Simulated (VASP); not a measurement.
# FeMo (Fm-3m) in VASP: notebook

FeMo is run at these levels: PBE; tasks: single point, relaxation of cell and atoms.

Program: VASP 6.6.1. These are calculated values, not measurements. Logs are shortened: lines on timing, memory, paths and dates and some standing lists are left out, and cuts for length are marked.

### Step 1. The cell of the first run

It takes space group Fm-3m (No. 225, cubic). The conventional cell has a = 4.844 Å, b = 4.844 Å, c = 4.844 Å, α = 90.00°, β = 90.00°, γ = 90.00°. Within 3.2 Å of Fe (site symmetry m-3m) lie 6 Mo at 2.42 Å. Within 3.2 Å of Mo (site symmetry m-3m) lie 6 Fe at 2.42 Å.

### Step 2. Single point, PBE

INCAR reads:

```
PREC = Accurate ; ENCUT = 520
EDIFF = 1E-6 ; ISMEAR = 0
SIGMA = 0.1 ; LREAL = F
LASPH = T ; NELM = 80
ALGO = Normal ; ISIF = 2
LWAVE = F ; LCHARG = F
GGA = PE ; NBANDS = 18
```

KPOINTS reads:

```
Automatic mesh
0
Gamma
  20 20 20
```

POSCAR reads:

```
FeMo
1.0
    0.0000000000      2.4221290111      2.4221290111
    2.4221290111      0.0000000000      2.4221290111
    2.4221290111      2.4221290111      0.0000000000
Fe Mo
1 1
Direct
    0.0000000000      0.0000000000      0.0000000000
    0.5000000000      0.5000000000      0.5000000000
```

Potentials or basis: VASP PAW PBE potentials, release 64 (Fe, Mo_sv).

The run is started by

```
$ cat potpaw_PBE.64/Fe/POTCAR potpaw_PBE.64/Mo_sv/POTCAR > POTCAR
$ mpirun -np 1 vasp_std > vasp.out
```

OUTCAR:

```text
PREC = Accurate
   ENCUT = 520
   EDIFF = 1E-6
   ISMEAR = 0
   LREAL = F
   LASPH = T
   NELM = 80
   ISIF = 2
   GGA = PE

 ion  position               nearest neighbor table
   1  0.000  0.000  0.000-   2 2.42   2 2.42   2 2.42   2 2.42   2 2.42   2 2.42
   2  0.500  0.500  0.500-   1 2.42   1 2.42   1 2.42   1 2.42   1 2.42   1 2.42

  LATTYP: Found a face centered cubic cell.
 ALAT       =     4.8442580222

  Lattice vectors:

 A1 = (   0.0000000000,   2.4221290111,   2.4221290111)
 A2 = (   2.4221290111,   0.0000000000,   2.4221290111)
 A3 = (   2.4221290111,   2.4221290111,   0.0000000000)

Analysis of symmetry for initial positions (statically):
=====================================================================
 Subroutine PRICEL returns:
 Original cell was already a primitive cell.

 Routine SETGRP: Setting up the symmetry group for a
 face centered cubic supercell.

 Subroutine GETGRP returns: Found 48 space group operations
 (whereof 48 operations were pure point group operations)
 out of a pool of 48 trial point group operations.

The static configuration has the point symmetry O_h .

Analysis of symmetry for dynamics (positions and initial velocities):
=====================================================================
 Subroutine PRICEL returns:
 Original cell was already a primitive cell.

 Routine SETGRP: Setting up the symmetry group for a
 face centered cubic supercell.

 Subroutine GETGRP returns: Found 48 space group operations
 (whereof 48 operations were pure point group operations)
 out of a pool of 48 trial point group operations.

The dynamic configuration has the point symmetry O_h .

 Subroutine INISYM returns: Found 48 space group operations
 (whereof 48 operations are pure point group operations),
 and found     1 'primitive' translations

----------------------------------------------------------------------------------------

                                     Primitive cell

  volume of cell :      28.4199

  direct lattice vectors                    reciprocal lattice vectors
     0.000000000  2.422129011  2.422129011    -0.206429962  0.206429962  0.206429962
     2.422129011  0.000000000  2.422129011     0.206429962 -0.206429962  0.206429962
     2.422129011  2.422129011  0.000000000     0.206429962  0.206429962 -0.206429962

  length of vectors
     3.425407697  3.425407697  3.425407697     0.357547183  0.357547183  0.357547183

  position of ions in fractional coordinates (direct lattice)
     0.000000000  0.000000000  0.000000000
     0.500000000  0.500000000  0.500000000

  ion indices of the primitive-cell ions
   primitive index   ion index
                 1           1
                 2           2

----------------------------------------------------------------------------------------

 KPOINTS: Automatic mesh

Automatic generation of k-mesh.
 Grid dimensions read from file:
 generate k-points for:   20   20   20

 Generating k-lattice:

  Cartesian coordinates                     Fractional coordinates (reciprocal lattice)
    -0.010321498  0.010321498  0.010321498     0.050000000  0.000000000  0.000000000
     0.010321498 -0.010321498  0.010321498     0.000000000  0.050000000  0.000000000
     0.010321498  0.010321498 -0.010321498     0.000000000  0.000000000  0.050000000

  Length of vectors
     0.017877359  0.017877359  0.017877359

  Shift w.r.t. Gamma in fractional coordinates (k-lattice)
     0.000000000  0.000000000  0.000000000

 Subroutine IBZKPT returns following result:
 ===========================================

 Found    256 irreducible k-points:

 Following reciprocal coordinates:
            Coordinates               Weight
  0.000000  0.000000  0.000000      1.000000
  0.050000  0.000000  0.000000      8.000000
  0.100000  0.000000  0.000000      8.000000
  0.150000  0.000000  0.000000      8.000000
  0.200000  0.000000  0.000000      8.000000
  0.250000  0.000000  0.000000      8.000000
[... 16 lines left out ...]
 -0.400000  0.050000  0.000000     24.000000
 -0.350000  0.050000  0.000000     24.000000
 [... further k-points ...]
   k-points           NKPTS =    256   k-points in BZ     NKDIM =    256   number of bands    NBANDS=     18
   number of dos      NEDOS =    301   number of ions     NIONS =      2
   total plane-waves  NPLWV =  21952
   dimension x,y,z NGX =    28 NGY =   28 NGZ =   28
   dimension x,y,z NGXF=    56 NGYF=   56 NGZF=   56
   ions per type =               1   1
   NGX,Y,Z   is equivalent  to a cutoff of  13.59, 13.59, 13.59 a.u.
   NGXF,Y,Z  is equivalent  to a cutoff of  27.18, 27.18, 27.18 a.u.
 SYSTEM =  unknown system
   PREC   = accura    normal or accurate (medium, high low for compatibility)
   ISTART =      0    job   : 0-new  1-cont  2-samecut
   ICHARG =      2    charge: 1-file 2-atom 10-const
   ISPIN  =      1    spin polarized calculation?
   LNONCOLLINEAR =      F non collinear calculations
   LSORBIT =      F    spin-orbit coupling
   LASPH  =      T    aspherical Exc in radial PAW
   ENCUT  =  520.0 eV  38.22 Ry    6.18 a.u.   6.37  6.37  6.37*2*pi/ulx,y,z
   NELM   =     80;   NELMIN=  2; NELMDL= -5     # of ELM steps
   EDIFF  = 0.1E-05   stopping-criterion for ELM
   LREAL  =      F    real-space projection
   EDIFFG = 0.1E-04   stopping-criterion for IOM
   NSW    =      0    number of steps for IOM
   IBRION =     -1    ionic relax: 0-MD 1-quasi-New 2-CG
   NFREE  =      0    steps in history (QN), initial steepest desc. (CG)
   ISIF   =      2    stress and relaxation
   ISYM   =      2    0-nonsym 1-usesym 2-fastsym
   POTIM  = 0.5000    time-step for ionic-motion
   TEBEG  =    0.0;   TEEND  =   0.0 temperature during run
   PSTRESS=    0.0 pullay stress
   NELECT =      22.0000    total number of electrons
   NUPDOWN=      -1.0000    fix difference up-down
   EMIN   =  10.00;   EMAX   =-10.00  energy-range for DOS
   EFERMI =   0.00;   METHOD = LEGACY
   ISMEAR =     0;   SIGMA  =   0.10  broadening in eV -4-tet -1-fermi 0-gaus
   EFERMI_NEDOS =   21; number of points for ismear=-14 and -15
   IALGO  =     38    algorithm
   IMIX   =      4    mixing-type and parameters
     AMIX     =   0.40;   BMIX     =  1.00
     AMIX_MAG =   1.60;   BMIX_MAG =  1.00
  volume/ion in A,a.u.               =      14.21        95.89
  Fermi-wavevector in a.u.,A,eV,Ry     =   1.503171  2.840582 30.742687  2.259524
  Thomas-Fermi vector in A             =   2.614316
   LORBIT       =      0    0 simple, 1 ext, 2 COOP (PROOUT), +10 PAW based schemes
   GGA     = PE    functional components
   LHFCALC =     F    Hartree Fock is set to
   AEXX    =    0.0000 exact exchange contribution
   IVDW    =     0    specifies the selected vdW correction
   LEPSILON=     F    determine dielectric tensor
   LRPA    =     F    only Hartree local field effects (RPA)
 non-spin polarized calculation
 Gauss-broadening in eV      SIGMA  =   0.10
  energy-cutoff  :      520.00
  volume of cell :       28.42
 maximum number of plane-waves:       785
 NGX is ok and might be reduce to    28
   NGX = 13   NGY = 13   NGZ = 13

 number of electron      22.0000004 magnetization

 Free energy of the ion-electron system (eV)
  ---------------------------------------------------
  ext. energy  EPLUGINS =         0.00000000
  ---------------------------------------------------
  free energy    TOTEN  =       -17.62190366 eV

  energy without entropy =      -17.61324027  energy(sigma->0) =      -17.61757196

 E-fermi :   9.2031     XC(G=0): -12.8933

 val. band max:        9.1919012274   @ k =  -0.3000   0.1500   0.0500
 cond. band min:       9.2077547004   @ k =  -0.4000   0.3500   0.0500
 fundamental gap:      0.0158534730
 Fermi energy:         9.2030515221

 k-point     1 :       0.0000    0.0000    0.0000
  band No.  band energies     occupation
      1     -52.0858      2.00000
      2     -26.0847      2.00000
      3     -26.0847      2.00000
      4     -26.0847      2.00000
      5       1.7271      2.00000
      6       5.1776      2.00000
[... 10 lines left out ...]
     17      20.8558      0.00000
     18      20.8558      0.00000

 k-point     2 :       0.0500    0.0000    0.0000
  band No.  band energies     occupation
      1     -52.0852      2.00000
      2     -26.0901      2.00000
      3     -26.0860      2.00000
      4     -26.0860      2.00000
      5       1.7893      2.00000
      6       5.2076      2.00000
[... 10 lines left out ...]
     17      20.6813      0.00000
     18      20.9854      0.00000

 k-point     3 :       0.1000    0.0000    0.0000
  band No.  band energies     occupation
      1     -52.0836      2.00000
      2     -26.1058      2.00000
      3     -26.0896      2.00000
      4     -26.0896      2.00000
      5       1.9735      2.00000
      6       5.2960      2.00000
[... 10 lines left out ...]
     17      20.1917      0.00000
     18      21.3482      0.00000

 k-point     4 :       0.1500    0.0000    0.0000
  band No.  band energies     occupation
      1     -52.0811      2.00000
      2     -26.1301      2.00000
      3     -26.0954      2.00000
      4     -26.0954      2.00000
      5       2.2716      2.00000
      6       5.4391      2.00000
[... 375 lines left out ...]
      4     -26.1362      2.00000
      5       4.7817      2.00000
      6       5.9688      2.00000
[... 10 lines left out ...]
     17      21.2117      0.00000
     18      22.3975      0.00000

 k-point    23 :      -0.4000    0.0500    0.0000
  band No.  band energies     occupation
      1     -52.0642      2.00000
      2     -26.2859      2.00000
      3     -26.1356      2.00000
      4     -26.1332      2.00000
      5       4.6158      2.00000
      6       5.8281      2.00000
[... 10 lines left out ...]
     17      21.2035      0.00000
     18      22.3846      0.00000

 k-point    24 :      -0.3500    0.0500    0.0000
  band No.  band energies     occupation
      1     -52.0665      2.00000
      2     -26.2655      2.00000
      3     -26.1306      2.00000
      4     -26.1281      2.00000
      5       4.2943      2.00000
      6       5.6550      2.00000
[... 10 lines left out ...]
     17      21.1648      0.00000
     18      22.4504      0.00000

 [... further k-points ...]
[... 5 lines left out ...]
  --------------------------------------------------------------------------------------
  -------------------------------------------------------------------------------------
  Total       -0.0003910     -0.0003910     -0.0003910     -0.0000000      0.0000000      0.0000000
  in kB       -0.0220430     -0.0220430     -0.0220430     -0.0000000      0.0000000      0.0000000
  external PRESSURE =      -0.0220430 kB  Pullay stress =       0.0000000 kB

 VOLUME and BASIS-vectors are now :
 -----------------------------------------------------------------------------
  energy-cutoff  :      520.00
  volume of cell :       28.42
      direct lattice vectors                 reciprocal lattice vectors
     0.000000000  2.422129011  2.422129011    -0.206429962  0.206429962  0.206429962
     2.422129011  0.000000000  2.422129011     0.206429962 -0.206429962  0.206429962
     2.422129011  2.422129011  0.000000000     0.206429962  0.206429962 -0.206429962

 POSITION                                       TOTAL-FORCE (eV/Angst)
 -----------------------------------------------------------------------------------
      0.00000      0.00000      0.00000         0.000000      0.000000     -0.000000
      2.42213      2.42213      2.42213         0.000000     -0.000000      0.000000
 -----------------------------------------------------------------------------------
    total drift:                                0.000000      0.000000      0.000000

  FREE ENERGIE OF THE ION-ELECTRON SYSTEM (eV)
  ---------------------------------------------------
  free  energy   TOTEN  =       -17.6219036583 eV

  energy  without entropy=      -17.6132402683  energy(sigma->0) =      -17.61757196
```

Run time: 3.4 min. Hardware: 1 thread of Intel Xeon 8259CL, shared host; peak memory 0.27 GiB.

What came out:

| Property | Result |
| --- | --- |
| Free energy | -17.6219 eV |
| Pressure | 0.0 GPa |
| Band gap on the k mesh | zero (bands 11 and 12 overlap by 2.87 eV) |

Caveat: the run has no spin polarisation, though such a crystal can be magnetic.

### Step 3. Relaxation of cell and atoms, PBE

This run uses another cell than the first one, of 14.17 Å³/atom.

INCAR reads:

```
  PREC = Accurate
  ENCUT = 600
  EDIFF = 1E-6
  ISMEAR = 0
  SIGMA = 0.1
  LREAL = False
  LASPH = True
  NELM = 80
  ALGO = Fast
  ISIF = 3
  LWAVE = False
  LCHARG = False
  GGA = PE
  IBRION = 2
  NSW = 100
  EDIFFG = -0.01
```

KPOINTS reads:

```
regular mesh
0
Gamma
  20 20 20
```

POSCAR reads:

```
FeMo
1.0
    0.0000000000      2.4201214058      2.4201214058
    2.4201214058      0.0000000000      2.4201214058
    2.4201214058      2.4201214058      0.0000000000
Fe Mo
1 1
Direct
    0.0000000000      0.0000000000      0.0000000000
    0.5000000000      0.5000000000      0.5000000000
```

Potentials or basis: VASP PAW PBE potentials, release 64 (Fe, Mo_sv).

The run is started by

```
$ cat potpaw_PBE.64/Fe/POTCAR potpaw_PBE.64/Mo_sv/POTCAR > POTCAR
$ mpirun -np 1 vasp_std > vasp.out
```

It took 9.1 min on 1 thread of Intel Xeon 8259CL, shared host; peak memory 0.29 GiB.

It converged, with:

```
Free energy                           : -17.6214 eV
Relaxed volume                        : 14.20 Å³/atom
Relaxed cell                          : a = 3.425 Å, b = 3.425 Å, c = 3.425 Å, α = 60.00°, β = 60.00°, γ = 60.00°
Space group after relaxing (to 0.1 Å) : Fm-3m (No. 225)
Energy gained by relaxing             : 0.0 meV/atom
Ionic steps                           : 3
Pressure after relaxing               : 0.0 GPa
Band gap on the k mesh                : zero (bands 11 and 12 overlap by 2.87 eV)
```

Final structure:
```
Fe Mo
1.0
     0.00000    2.42181    2.42181
     2.42181    0.00000    2.42181
     2.42181    2.42181    0.00000
Fe Mo
1 1
Direct
  0.00000 0.00000 0.00000
  0.50000 0.50000 0.50000
```

Levels at points of the mesh, in eV from the Fermi level:
```
           k point  band 9  band 10  band 11  band 12  band 13  band 14
(0.00, 0.00, 0.00)   -3.73    -3.73     2.04     2.04     2.04     3.82
(0.50, 0.00, 0.00)   -1.46    -1.46    -0.83    -0.83     0.65     0.78
(0.50, 0.50, 0.00)   -0.64    -0.64    -0.45     1.31     1.31     1.99
```

Caveat: the run has no spin polarisation, though such a crystal can be magnetic. Spin polarisation is off, so any magnetic state and its effect on volume and gap are missing.
